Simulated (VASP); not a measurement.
# Cu (Fm-3m) in VASP: notebook

Runs on Cu. Level: LDA. Tasks: single point.

Program: VASP 6.6.1. These are calculated values, not measurements. Logs are shortened: lines on timing, memory, paths and dates and some standing lists are left out, and cuts for length are marked.

### 1 The cell of the first run

It takes space group Fm-3m (No. 225, cubic). Conventional cell: a = 3.511 Å, b = 3.511 Å, c = 3.511 Å, α = 90.00°, β = 90.00°, γ = 90.00°. Cu (site symmetry m-3m) has 12 Cu at 2.48 Å within 3.3 Å.

### 2 Single point, LDA

File INCAR:

```
SYSTEM = Cu
  ALGO = Normal
  EDIFF = 1E-6
  ENCUT = 520
  ISIF = 2
  ISMEAR = 0
  LASPH = .TRUE.
  LCHARG = .TRUE.
  LELF = .TRUE.
  LREAL = .FALSE.
  LVHAR = .TRUE.
  LWAVE = .FALSE.
  NBANDS = 12
  NELM = 80
  PREC = Accurate
  SIGMA = 0.05
```

File KPOINTS:

```
k-points
0
G
  20 20 20
  0 0 0
```

File POSCAR:

```
Cu
1.0
    0.0000000000      1.7554378669      1.7554378669
    1.7554378669      0.0000000000      1.7554378669
    1.7554378669      1.7554378669      0.0000000000
Cu
1
Direct
    0.0000000000      0.0000000000      0.0000000000
```

Potentials or basis: VASP PAW LDA potentials, release 64 (Cu).

Started as:

```console
> cat potpaw_LDA.64/Cu/POTCAR > POTCAR
> mpirun -np 1 vasp_std > vasp.out
```

OUTCAR:

```text
SYSTEM = Cu
   EDIFF = 1E-6
   ENCUT = 520
   ISIF = 2
   ISMEAR = 0
   LASPH = .TRUE.
   LREAL = .FALSE.
   NELM = 80
   PREC = Accurate

 ion  position               nearest neighbor table
   1  0.000  0.000  0.000-

  LATTYP: Found a face centered cubic cell.
 ALAT       =     3.5108757338

  Lattice vectors:

 A1 = (   0.0000000000,   1.7554378669,   1.7554378669)
 A2 = (   1.7554378669,   0.0000000000,   1.7554378669)
 A3 = (   1.7554378669,   1.7554378669,   0.0000000000)

Analysis of symmetry for initial positions (statically):
=====================================================================
 Subroutine PRICEL returns:
 Original cell was already a primitive cell.

 Routine SETGRP: Setting up the symmetry group for a
 face centered cubic supercell.

 Subroutine GETGRP returns: Found 48 space group operations
 (whereof 48 operations were pure point group operations)
 out of a pool of 48 trial point group operations.

The static configuration has the point symmetry O_h .

Analysis of symmetry for dynamics (positions and initial velocities):
=====================================================================
 Subroutine PRICEL returns:
 Original cell was already a primitive cell.

 Routine SETGRP: Setting up the symmetry group for a
 face centered cubic supercell.

 Subroutine GETGRP returns: Found 48 space group operations
 (whereof 48 operations were pure point group operations)
 out of a pool of 48 trial point group operations.

The dynamic configuration has the point symmetry O_h .

 Subroutine INISYM returns: Found 48 space group operations
 (whereof 48 operations are pure point group operations),
 and found     1 'primitive' translations

----------------------------------------------------------------------------------------

                                     Primitive cell

  volume of cell :      10.8190

  direct lattice vectors                    reciprocal lattice vectors
     0.000000000  1.755437867  1.755437867    -0.284829221  0.284829221  0.284829221
     1.755437867  0.000000000  1.755437867     0.284829221 -0.284829221  0.284829221
     1.755437867  1.755437867  0.000000000     0.284829221  0.284829221 -0.284829221

  length of vectors
     2.482564039  2.482564039  2.482564039     0.493338682  0.493338682  0.493338682

  position of ions in fractional coordinates (direct lattice)
     0.000000000  0.000000000  0.000000000

  ion indices of the primitive-cell ions
   primitive index   ion index
                 1           1

[... 73 lines left out ...]
   EDIFFG = 0.1E-04   stopping-criterion for IOM
   NSW    =      0    number of steps for IOM
   IBRION =     -1    ionic relax: 0-MD 1-quasi-New 2-CG
   NFREE  =      0    steps in history (QN), initial steepest desc. (CG)
   ISIF   =      2    stress and relaxation
   ISYM   =      2    0-nonsym 1-usesym 2-fastsym
   POTIM  = 0.5000    time-step for ionic-motion
   TEBEG  =    0.0;   TEEND  =   0.0 temperature during run
   PSTRESS=    0.0 pullay stress
   NELECT =      11.0000    total number of electrons
   NUPDOWN=      -1.0000    fix difference up-down
   EMIN   =  10.00;   EMAX   =-10.00  energy-range for DOS
   EFERMI =   0.00;   METHOD = LEGACY
   ISMEAR =     0;   SIGMA  =   0.05  broadening in eV -4-tet -1-fermi 0-gaus
   EFERMI_NEDOS =   21; number of points for ismear=-14 and -15
   IALGO  =     38    algorithm
   IMIX   =      4    mixing-type and parameters
     AMIX     =   0.40;   BMIX     =  1.00
     AMIX_MAG =   1.60;   BMIX_MAG =  1.00
  volume/ion in A,a.u.               =      10.82        73.01
  Fermi-wavevector in a.u.,A,eV,Ry     =   1.646179  3.110826 36.870479  2.709904
  Thomas-Fermi vector in A             =   2.735850
   LORBIT       =      0    0 simple, 1 ext, 2 COOP (PROOUT), +10 PAW based schemes
   GGA     = CA    functional components
   LHFCALC =     F    Hartree Fock is set to
   AEXX    =    0.0000 exact exchange contribution
   IVDW    =     0    specifies the selected vdW correction
   LEPSILON=     F    determine dielectric tensor
   LRPA    =     F    only Hartree local field effects (RPA)
 non-spin polarized calculation
 Gauss-broadening in eV      SIGMA  =   0.05
  energy-cutoff  :      520.00
  volume of cell :       10.82
 maximum number of plane-waves:       303
   NGX =  9   NGY =  9   NGZ =  9

 number of electron      10.9999993 magnetization

 Free energy of the ion-electron system (eV)
  ---------------------------------------------------
  ext. energy  EPLUGINS =         0.00000000
  ---------------------------------------------------
  free energy    TOTEN  =        -4.70787253 eV

  energy without entropy =       -4.70752481  energy(sigma->0) =       -4.70769867

 E-fermi :   8.4660     XC(G=0): -13.6228

 val. band max:        8.4108375680   @ k =   0.4500   0.3000   0.0000
 cond. band min:       8.4799053794   @ k =   0.5000   0.2500   0.1000
 fundamental gap:      0.0690678114
 Fermi energy:         8.4659871457

 k-point     1 :       0.0000    0.0000    0.0000
  band No.  band energies     occupation
      1      -1.5458      2.00000
      2       5.1352      2.00000
      3       5.1352      2.00000
      4       5.1352      2.00000
      5       6.0948      2.00000
      6       6.0948      2.00000
      7      31.8605      0.00000
      8      35.0342      0.00000
      9      35.0342      0.00000
     10      35.0342      0.00000
     11      37.6618      0.00000
     12      37.6618      0.00000
[... 331 lines left out ...]
 k-point    24 :      -0.3500    0.0500    0.0000
  band No.  band energies     occupation
      1       2.4165      2.00000
      2       5.1688      2.00000
      3       5.2151      2.00000
      4       5.3534      2.00000
      5       6.4518      2.00000
      6       6.7707      2.00000
      7      16.2956      0.00000
      8      29.2766      0.00000
      9      31.6668      0.00000
     10      32.9856      0.00000
     11      35.2435      0.00000
     12      37.1009      0.00000

 [... further k-points ...]
[... 5 lines left out ...]
  --------------------------------------------------------------------------------------
  -------------------------------------------------------------------------------------
  Total        0.1402858      0.1402858      0.1402858     -0.0000000     -0.0000000      0.0000000
  in kB       20.7748517     20.7748517     20.7748517     -0.0000000     -0.0000000      0.0000000
  external PRESSURE =      20.7748517 kB  Pullay stress =       0.0000000 kB

 VOLUME and BASIS-vectors are now :
 -----------------------------------------------------------------------------
  energy-cutoff  :      520.00
  volume of cell :       10.82
      direct lattice vectors                 reciprocal lattice vectors
     0.000000000  1.755437867  1.755437867    -0.284829221  0.284829221  0.284829221
     1.755437867  0.000000000  1.755437867     0.284829221 -0.284829221  0.284829221
     1.755437867  1.755437867  0.000000000     0.284829221  0.284829221 -0.284829221

 POSITION                                       TOTAL-FORCE (eV/Angst)
 -----------------------------------------------------------------------------------
      0.00000      0.00000      0.00000         0.000000      0.000000      0.000000
 -----------------------------------------------------------------------------------
    total drift:                                0.000000     -0.000000      0.000000

  FREE ENERGIE OF THE ION-ELECTRON SYSTEM (eV)
  ---------------------------------------------------
  free  energy   TOTEN  =        -4.7078725255 eV

  energy  without entropy=       -4.7075248075  energy(sigma->0) =       -4.70769867
```

Run time: 30 s. Hardware: 1 thread of AMD EPYC 7R43 (Zen 3), shared host; peak memory 0.11 GiB.

What came out:

- Free energy: -4.7079 eV
- Pressure: 2.1 GPa

### 3 Single point, LDA

This run uses another cell than the first one, of 10.89 Å³/atom, 1.007 times its volume.

File INCAR:

```
SYSTEM = Cu
  PREC = Accurate
  ENCUT = 520
  EDIFF = 1E-6
  ISMEAR = 0
  SIGMA = 0.05
  LREAL = .FALSE.
  LASPH = .TRUE.
  NELM = 60
  ALGO = Normal
  ISIF = 2
  LWAVE = .FALSE.
  LCHARG = .FALSE.
  GGA = CA
  NBANDS = 12
```

File KPOINTS:

```
Automatic mesh
0
G
  20 20 20
  0 0 0
```

File POSCAR:

```
Cu
1.0
    0.0000000000      1.7592708703      1.7592708703
    1.7592708703      0.0000000000      1.7592708703
    1.7592708703      1.7592708703      0.0000000000
Cu
1
Direct
    0.0000000000      0.0000000000      0.0000000000
```

Potentials or basis: VASP PAW LDA potentials, release 64 (Cu).

Started as:

```console
> cat potpaw_LDA.64/Cu/POTCAR > POTCAR
> mpirun -np 1 vasp_std > vasp.out
```

Wall time 35 s (1 thread of AMD EPYC 7R43 (Zen 3), shared host); peak memory 0.1 GiB.

It converged, with:

* Free energy: -4.7086 eV
* Pressure: 0.8 GPa

Levels at points of the mesh, in eV from the Fermi level:
| k point | band 2 | band 3 | band 4 | band 5 | band 6 | band 7 | band 8 | band 9 | band 10 | band 11 |
| --- | --- | --- | --- | --- | --- | --- | --- | --- | --- | --- |
| (0.00, 0.00, 0.00) | -3.31 | -3.31 | -3.31 | -2.36 | -2.36 | 23.35 | 26.46 | 26.46 | 26.46 | 29.08 |
| (0.50, 0.00, 0.00) | -3.34 | -3.34 | -1.71 | -1.71 | -1.20 | 4.18 | 21.82 | 23.23 | 23.23 | 26.30 |
| (0.50, 0.50, 0.00) | -4.89 | -1.73 | -1.55 | -1.55 | 1.45 | 7.73 | 13.67 | 13.67 | 18.52 | 21.67 |

### 4 Single point, LDA

This run uses another cell than the first one, of 10.89 Å³/atom, 1.007 times its volume.

File INCAR:

```
ALGO     = Normal         # electronic algorithm
EDIFF    = 1E-6           # SCF threshold, eV
ENCUT    = 520            # plane-wave cutoff, eV
GGA      = CA             # functional
ISIF     = 2              # what is computed and relaxed
ISMEAR   = 0              # smearing method
LASPH    = T              # aspherical terms in the spheres
LCHARG   = F              # write CHGCAR
LREAL    = F              # projectors in reciprocal space
LWAVE    = F              # write WAVECAR
NBANDS   = 12             # bands
NELM     = 80             # most SCF steps
PREC     = Accurate       # precision mode
SIGMA    = 0.05           # smearing width, eV
```

File KPOINTS:

```
k-points
0
Gamma
  20 20 20
```

POSCAR is that of step 3.

Started as:

```console
> cat potpaw_LDA.64/Cu/POTCAR > POTCAR
> mpirun -np 1 vasp_std > vasp.out
```

It took 34 s on 1 thread of AMD EPYC 7R43 (Zen 3), shared host; peak memory 0.11 GiB.

Results (log left out):

```yaml
Free_energy: -4.7086 eV
Pressure: 0.8 GPa
```

Levels at points of the mesh, in eV from the Fermi level:
```
           k point  band 3  band 4  band 5  band 6  band 7  band 8  band 9  band 10
(0.00, 0.00, 0.00)   -3.31   -3.31   -2.36   -2.36   23.35   26.46   26.46    26.46
(0.50, 0.00, 0.00)   -3.34   -1.71   -1.71   -1.20    4.18   21.82   23.23    23.23
(0.50, 0.50, 0.00)   -1.73   -1.55   -1.55    1.45    7.73   13.67   13.67    18.52
```

### 5 Single point, LDA

This run uses another cell than the first one, of 11.76 Å³/atom, 1.087 times its volume.

File INCAR:

```
PREC = Accurate
ENCUT = 520
EDIFF = 1E-7
ISMEAR = 0
SIGMA = 0.05
LREAL = False
LASPH = True
NELM = 80
ALGO = Normal
ISIF = 2
LWAVE = False
LCHARG = False
NBANDS = 12
```

File KPOINTS:

```
Automatic mesh
0
Gamma
  20 20 20
```

File POSCAR:

```
Cu
1.0
    0.0000000000      1.8050000000      1.8050000000
    1.8050000000      0.0000000000      1.8050000000
    1.8050000000      1.8050000000      0.0000000000
Cu
1
Direct
    0.0000000000      0.0000000000      0.0000000000
```

Started as:

```console
> cat potpaw_LDA.64/Cu/POTCAR > POTCAR
> mpirun -np 1 vasp_std > vasp.out
```

It took 37 s on 1 thread of AMD EPYC 7R43 (Zen 3), shared host; peak memory 0.11 GiB.

Results (log left out):

- Free energy: -4.6783 eV
- Pressure: -11.2 GPa

Levels at points of the mesh, in eV from the Fermi level:
```
           k point  band 4  band 5  band 6  band 7  band 8  band 9
(0.00, 0.00, 0.00)   -3.04   -2.19   -2.19   22.76   25.26   25.26
(0.50, 0.00, 0.00)   -1.62   -1.62   -0.94    3.79   21.28   22.02
(0.50, 0.50, 0.00)   -1.48   -1.48    1.53    7.18   13.08   13.08
```

### 6 Summary

```tsv
cell	gap on the mesh (eV)	pressure (GPa)
a = 2.483 Å, angles 60.0°, 1 atom	none	2.1
a = 2.488 Å, angles 60.0°, 1 atom	none	0.8
a = 2.553 Å, angles 60.0°, 1 atom	none	-11.2
```

Alike in all rows: task single point; level LDA; potentials or basis VASP PAW LDA potentials, release 64 (Cu); no spin polarisation; k mesh 20 × 20 × 20; cutoff (eV) 520; smearing gaussian 0.05 eV.

Absolute energies hang on the potentials; compare differences alone.
